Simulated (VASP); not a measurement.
# Si (a cell with a defect) in VASP: relaxation of the atoms with PBE+D3(BJ)

Aim: the relaxation of the atoms of Si (a cell with a defect) with PBE+D3(BJ).

Everything below comes from runs of VASP 6.6.1. Logs are shortened: lines on timing, memory, paths and dates and some standing lists are left out, and cuts for length are marked.

### Step 1. The cell of the first run

The cell holds a defect, 17 atoms: a = 7.679 Å, b = 7.679 Å, c = 7.679 Å, α = 60.00°, β = 60.00°, γ = 60.00°.

### Step 2. Relaxation of the atoms, PBE+D3(BJ)

Contents of INCAR:

```
SYSTEM = Si
ALGO = Normal ; EDIFF = 1E-6
EDIFFG = -0.03 ; ENCUT = 520
GGA = PE ; IBRION = 2
ISIF = 2 ; ISMEAR = -1
IVDW = 12 ; LASPH = .True.
LCHARG = .False. ; LREAL = Auto
LWAVE = .False. ; NELM = 60
NSW = 80 ; PREC = Accurate
SIGMA = 0.02
```

Contents of KPOINTS:

```
k-points
0
Gamma
  2 2 2
  0 0 0
```

Contents of POSCAR:

```
Si
1.0
    0.0000000000      5.4300000000      5.4300000000
    5.4300000000      0.0000000000      5.4300000000
    5.4300000000      5.4300000000      0.0000000000
Si
17
Direct
    0.0000000000      0.0000000000      0.0000000000
    0.1250000000      0.1250000000      0.1250000000
    0.0000000000      0.0000000000      0.5000000000
    0.1250000000      0.1250000000      0.6250000000
    0.0000000000      0.5000000000      0.0000000000
    0.1250000000      0.6250000000      0.1250000000
    0.0000000000      0.5000000000      0.5000000000
    0.1250000000      0.6250000000      0.6250000000
    0.5000000000      0.0000000000      0.0000000000
    0.6250000000      0.1250000000      0.1250000000
    0.5000000000      0.0000000000      0.5000000000
    0.6250000000      0.1250000000      0.6250000000
    0.5000000000      0.5000000000      0.0000000000
    0.6250000000      0.6250000000      0.1250000000
    0.5000000000      0.5000000000      0.5000000000
    0.6250000000      0.6250000000      0.6250000000
    0.8175750000      0.8119948000      0.5624680000
```

Potentials or basis: VASP PAW PBE potentials, release 64 (Si).

Run with:

```console
$ cat potpaw_PBE.64/Si/POTCAR > POTCAR
$ mpirun -np 1 vasp_std > vasp.out
```

OUTCAR:

```text
SYSTEM = Si
   EDIFF = 1E-6
   EDIFFG = -0.03
   ENCUT = 520
   GGA = PE
   IBRION = 2
   ISIF = 2
   ISMEAR = -1
   IVDW = 12
   LASPH = .True.
   LREAL = Auto
   NELM = 60
   NSW = 80
   PREC = Accurate
 IVDW          = 12

 ion  position               nearest neighbor table
   1  0.000  0.000  0.000-   2 2.35   4 2.35   6 2.35  10 2.35
   2  0.125  0.125  0.125-   1 2.35   3 2.35   5 2.35   9 2.35
   3  0.000  0.000  0.500-  17 2.22   4 2.35   8 2.35  12 2.35   2 2.35
   4  0.125  0.125  0.625-   1 2.35   3 2.35   7 2.35  11 2.35
   5  0.000  0.500  0.000-   2 2.35   6 2.35   8 2.35  14 2.35
   6  0.125  0.625  0.125-   1 2.35   5 2.35   7 2.35  13 2.35
   7  0.000  0.500  0.500-  17 2.25   6 2.35   8 2.35  16 2.35   4 2.35
   8  0.125  0.625  0.625-  17 2.22   5 2.35   7 2.35  15 2.35   3 2.35
   9  0.500  0.000  0.000-   2 2.35  10 2.35  12 2.35  14 2.35
  10  0.625  0.125  0.125-   1 2.35   9 2.35  11 2.35  13 2.35
  11  0.500  0.000  0.500-  17 2.28  10 2.35  12 2.35  16 2.35   4 2.35
  12  0.625  0.125  0.625-  17 2.25   9 2.35  11 2.35  15 2.35   3 2.35
  13  0.500  0.500  0.000-   6 2.35  10 2.35  14 2.35  16 2.35
  14  0.625  0.625  0.125-   5 2.35   9 2.35  13 2.35  15 2.35
  15  0.500  0.500  0.500-   8 2.35  12 2.35  14 2.35  16 2.35
  16  0.625  0.625  0.625-  17 2.28  11 2.35  13 2.35  15 2.35   7 2.35
  17  0.818  0.812  0.562-   8 2.22   3 2.22   7 2.25  12 2.25  16 2.28  11 2.28

  LATTYP: Found a face centered cubic cell.
 ALAT       =    10.8600000000

  Lattice vectors:

 A1 = (   0.0000000000,   5.4300000000,   5.4300000000)
 A2 = (   5.4300000000,   0.0000000000,   5.4300000000)
 A3 = (   5.4300000000,   5.4300000000,   0.0000000000)

Analysis of symmetry for initial positions (statically):
=====================================================================
 Subroutine PRICEL returns:
 Original cell was already a primitive cell.

 Routine SETGRP: Setting up the symmetry group for a
 face centered cubic supercell.

 Subroutine GETGRP returns: Found  1 space group operations
 (whereof  1 operations were pure point group operations)
 out of a pool of 48 trial point group operations.

The static configuration has the point symmetry C_1 .

Analysis of symmetry for dynamics (positions and initial velocities):
=====================================================================
 Subroutine PRICEL returns:
 Original cell was already a primitive cell.

 Routine SETGRP: Setting up the symmetry group for a
 face centered cubic supercell.

 Subroutine GETGRP returns: Found  1 space group operations
 (whereof  1 operations were pure point group operations)
 out of a pool of 48 trial point group operations.

The dynamic configuration has the point symmetry C_1 .

 Subroutine INISYM returns: Found  1 space group operations
 (whereof  1 operations are pure point group operations),
 and found     1 'primitive' translations

----------------------------------------------------------------------------------------

                                     Primitive cell

  volume of cell :     320.2060

  direct lattice vectors                    reciprocal lattice vectors
     0.000000000  5.430000000  5.430000000    -0.092081031  0.092081031  0.092081031
     5.430000000  0.000000000  5.430000000     0.092081031 -0.092081031  0.092081031
     5.430000000  5.430000000  0.000000000     0.092081031  0.092081031 -0.092081031

  length of vectors
     7.679179644  7.679179644  7.679179644     0.159489025  0.159489025  0.159489025

  position of ions in fractional coordinates (direct lattice)
     0.000000000  0.000000000  0.000000000
     0.125000000  0.125000000  0.125000000
     0.000000000  0.000000000  0.500000000
     0.125000000  0.125000000  0.625000000
     0.000000000  0.500000000  0.000000000
     0.125000000  0.625000000  0.125000000
[... 9 lines left out ...]
     0.625000000  0.625000000  0.625000000
     0.817575000  0.811994800  0.562468000

  ion indices of the primitive-cell ions
   primitive index   ion index
                 1           1
                 2           2
                 3           3
                 4           4
                 5           5
                 6           6
[... 9 lines left out ...]
                16          16
                17          17

----------------------------------------------------------------------------------------

 KPOINTS: k-points

Automatic generation of k-mesh.
 Grid dimensions read from file:
 generate k-points for:    2    2    2

 Generating k-lattice:

  Cartesian coordinates                     Fractional coordinates (reciprocal lattice)
    -0.046040516  0.046040516  0.046040516     0.500000000  0.000000000  0.000000000
     0.046040516 -0.046040516  0.046040516     0.000000000  0.500000000  0.000000000
     0.046040516  0.046040516 -0.046040516     0.000000000  0.000000000  0.500000000

  Length of vectors
     0.079744512  0.079744512  0.079744512

  Shift w.r.t. Gamma in fractional coordinates (k-lattice)
     0.000000000  0.000000000  0.000000000

 Subroutine IBZKPT returns following result:
 ===========================================

 Found      8 irreducible k-points:

 Following reciprocal coordinates:
            Coordinates               Weight
  0.000000  0.000000  0.000000      1.000000
  0.500000  0.000000  0.000000      1.000000
  0.000000  0.500000  0.000000      1.000000
  0.000000  0.000000  0.500000      1.000000
  0.500000  0.500000  0.500000      1.000000
  0.500000  0.500000  0.000000      1.000000
  0.000000  0.500000  0.500000      1.000000
  0.500000  0.000000  0.500000      1.000000
   k-points           NKPTS =      8   k-points in BZ     NKDIM =      8   number of bands    NBANDS=     43
   number of dos      NEDOS =    301   number of ions     NIONS =     17
   total plane-waves  NPLWV = 216000
   dimension x,y,z NGX =    60 NGY =   60 NGZ =   60
   dimension x,y,z NGXF=   120 NGYF=  120 NGZF=  120
   ions per type =              17
   NGX,Y,Z   is equivalent  to a cutoff of  12.99, 12.99, 12.99 a.u.
   NGXF,Y,Z  is equivalent  to a cutoff of  25.98, 25.98, 25.98 a.u.
 SYSTEM =  Si
   PREC   = accura    normal or accurate (medium, high low for compatibility)
   ISTART =      0    job   : 0-new  1-cont  2-samecut
   ICHARG =      2    charge: 1-file 2-atom 10-const
   ISPIN  =      1    spin polarized calculation?
   LNONCOLLINEAR =      F non collinear calculations
   LSORBIT =      F    spin-orbit coupling
   LASPH  =      T    aspherical Exc in radial PAW
   ENCUT  =  520.0 eV  38.22 Ry    6.18 a.u.  14.28 14.28 14.28*2*pi/ulx,y,z
   NELM   =     60;   NELMIN=  2; NELMDL= -5     # of ELM steps
   EDIFF  = 0.1E-05   stopping-criterion for ELM
   LREAL  =      T    real-space projection
   EDIFFG = -.3E-01   stopping-criterion for IOM
   NSW    =     80    number of steps for IOM
   IBRION =      2    ionic relax: 0-MD 1-quasi-New 2-CG
   NFREE  =      1    steps in history (QN), initial steepest desc. (CG)
   ISIF   =      2    stress and relaxation
   ISYM   =      2    0-nonsym 1-usesym 2-fastsym
   POTIM  = 0.5000    time-step for ionic-motion
   TEBEG  =    0.0;   TEEND  =   0.0 temperature during run
   PSTRESS=    0.0 pullay stress
   NELECT =      68.0000    total number of electrons
   NUPDOWN=      -1.0000    fix difference up-down
   EMIN   =  10.00;   EMAX   =-10.00  energy-range for DOS
   EFERMI =   0.00;   METHOD = LEGACY
   ISMEAR =    -1;   SIGMA  =   0.02  broadening in eV -4-tet -1-fermi 0-gaus
   EFERMI_NEDOS =   21; number of points for ismear=-14 and -15
   IALGO  =     38    algorithm
   IMIX   =      4    mixing-type and parameters
     AMIX     =   0.40;   BMIX     =  1.00
     AMIX_MAG =   1.60;   BMIX_MAG =  1.00
  volume/ion in A,a.u.               =      18.84       127.11
  Fermi-wavevector in a.u.,A,eV,Ry     =   0.976715  1.845724 12.979587  0.953973
  Thomas-Fermi vector in A             =   2.107356
   LORBIT       =      0    0 simple, 1 ext, 2 COOP (PROOUT), +10 PAW based schemes
   GGA     = PE    functional components
   LHFCALC =     F    Hartree Fock is set to
   AEXX    =    0.0000 exact exchange contribution
   IVDW    =    12    specifies the selected vdW correction
   LEPSILON=     F    determine dielectric tensor
   LRPA    =     F    only Hartree local field effects (RPA)
 conjugate gradient relaxation of ions
 non-spin polarized calculation
  energy-cutoff  :      520.00
  volume of cell :      320.21
 maximum number of plane-waves:      8646
 NGX is ok and might be reduce to    60
   NGX = 29   NGY = 29   NGZ = 29

--------------------------------------- Ionic step        1  -------------------------------------------

 number of electron      68.0000003 magnetization

 Free energy of the ion-electron system (eV)
  ---------------------------------------------------
  ext. energy  EPLUGINS =         0.00000000
  ---------------------------------------------------
  free energy    TOTEN  =       -86.71948139 eV

  energy without entropy =      -86.70849723  energy(sigma->0) =      -86.71398931

------------------------ aborting loop because EDIFF is reached ----------------------------------------

 Edisp (eV)   -5.65519

 E8    (eV) :    -2.3411

  FORCE on cell =-STRESS in cart. coord.  units (eV):
  Direction    XX          YY          ZZ          XY          YZ          ZX
  --------------------------------------------------------------------------------------
  -------------------------------------------------------------------------------------
  Total       9.37582     9.41599     9.40797    -4.25380     4.24868     4.25794
  in kB      46.91269    47.11369    47.07354   -21.28426    21.25865    21.30495
  external pressure =       47.03 kB  Pullay stress =        0.00 kB
[... 142 lines left out ...]
  FREE ENERGIE OF THE ION-ELECTRON SYSTEM (eV)
  ---------------------------------------------------
  free  energy   TOTEN  =       -93.0701125070 eV

  energy  without entropy=      -93.0630675491  energy(sigma->0) =      -93.06659003

[... ionic steps 4 to 14 ...]

--------------------------------------- Ionic step       15  -------------------------------------------

 number of electron      68.0000001 magnetization

------------------------ aborting loop because EDIFF is reached ----------------------------------------

 Edisp (eV)   -5.64906

 E8    (eV) :    -2.3375
[... 99 lines left out ...]
  energy  without entropy=      -93.3225188107  energy(sigma->0) =      -93.32729083

--------------------------------------- Ionic step       17  -------------------------------------------

 number of electron      68.0000001 magnetization

 Free energy of the ion-electron system (eV)
  ---------------------------------------------------
  ext. energy  EPLUGINS =         0.00000000
  ---------------------------------------------------
  free energy    TOTEN  =       -87.68337280 eV

  energy without entropy =      -87.67385114  energy(sigma->0) =      -87.67861197

 E-fermi :   6.7285     XC(G=0):  -9.6903

 val. band max:        6.4840592798   @ k =   0.0000   0.5000   0.5000
 cond. band min:       6.7388448713   @ k =   0.0000   0.0000   0.5000
 fundamental gap:      0.2547855915
 Fermi energy:         6.7284985908

 k-point     1 :       0.0000    0.0000    0.0000
  band No.  band energies     occupation
      1      -6.2223      2.00000
      2      -3.9002      2.00000
      3      -3.6336      2.00000
      4      -3.6330      2.00000
      5      -3.3989      2.00000
      6      -2.5401      2.00000
[... 405 lines left out ...]
  FREE ENERGIE OF THE ION-ELECTRON SYSTEM (eV)
  ---------------------------------------------------
  free  energy   TOTEN  =       -93.3323198362 eV

  energy  without entropy=      -93.3227981731  energy(sigma->0) =      -93.32755900

 reached required accuracy - stopping structural energy minimisation
```

Wall time 40 min (1 thread of Intel Xeon Platinum 8259CL at 2.50GHz (Skylake/Cascade Lake), shared host); peak memory 0.54 GiB.

What came out:

| Quantity | Value |
| --- | --- |
| Free energy | -93.3323 eV |
| Energy gained by relaxing | 56.3 meV/atom |
| Ionic steps | 17 |
| Pressure after relaxing | 1.9 GPa |
| Largest force after relaxing | 0.029 eV/Å |
| Dispersion energy per atom | -0.332 eV |

Forces on the atoms (eV/Å):
```
Si   0.014  0.022 -0.009
Si  -0.009 -0.005  0.004
Si  -0.003 -0.011  0.008
Si  -0.001 -0.003  0.003
Si   0.009  0.004 -0.007
Si  -0.007  0.003  0.004
Si  -0.007 -0.013  0.002
Si   0.003  0.009 -0.010
Si   0.008  0.004  0.004
Si   0.009 -0.011 -0.006
Si  -0.011 -0.010  0.007
Si   0.009  0.001 -0.012
Si  -0.009 -0.004 -0.011
Si  -0.015 -0.010  0.022
Si   0.001  0.005 -0.001
Si   0.011  0.007 -0.009
Si  -0.002  0.011  0.010
```

Stress tensor (GPa, compression positive):
```
 1.93 -0.45  0.45
-0.45  1.93  0.46
 0.45  0.46  1.93
```

Step by step:
| step | energy change (eV) | largest force (eV/Å) | pressure (GPa) |
| --- | --- | --- | --- |
| 1 | 0.0000 | 2.4865 | 4.70 |
| 2 | -0.6954 | 0.6928 | 3.35 |
| 3 | -0.6954 | 0.6927 | 3.35 |
| 4 | -0.7683 | 0.3985 | 3.20 |
| 5 | -0.7740 | 0.3921 | 3.15 |
| 6 | -0.8039 | 0.2270 | 3.08 |
| 7 | -0.8093 | 0.2650 | 3.04 |
| 8 | -0.8403 | 0.2315 | 2.96 |
| 9 | -0.8987 | 0.3326 | 2.70 |
| 10 | -0.8697 | 0.6842 | 2.11 |
| 11 | -0.9095 | 0.4699 | 2.49 |
| 12 | -0.9288 | 0.3824 | 2.37 |
| 13 | -0.9556 | 0.1130 | 1.98 |
| 14 | -0.9558 | 0.0876 | 1.94 |
| 15 | -0.9571 | 0.0373 | 1.93 |
| 16 | -0.9574 | 0.0400 | 1.93 |
| 17 | -0.9576 | 0.0291 | 1.93 |

Final structure:
```
CELL_PARAMETERS angstrom
0.00000 5.43000 5.43000
5.43000 0.00000 5.43000
5.43000 5.43000 0.00000
ATOMIC_POSITIONS crystal
Si 0.98272 0.98245 0.05262
Si 0.12670 0.12648 0.13410
Si 0.00984 0.00913 0.50601
Si 0.10834 0.10795 0.67599
Si 0.01233 0.49845 0.99093
Si 0.12667 0.61307 0.13395
Si 0.00999 0.47523 0.50589
Si 0.14993 0.61579 0.61901
Si 0.49869 0.01185 0.99109
Si 0.61349 0.12648 0.13371
Si 0.47556 0.00958 0.50572
Si 0.61619 0.14966 0.61912
Si 0.49871 0.49856 0.99121
Si 0.64282 0.64247 0.07245
Si 0.51723 0.51697 0.44903
Si 0.61595 0.61535 0.61920
Si 0.81240 0.81253 0.56242
```

Caveat: the k points lie up to 0.50 Å⁻¹ apart.
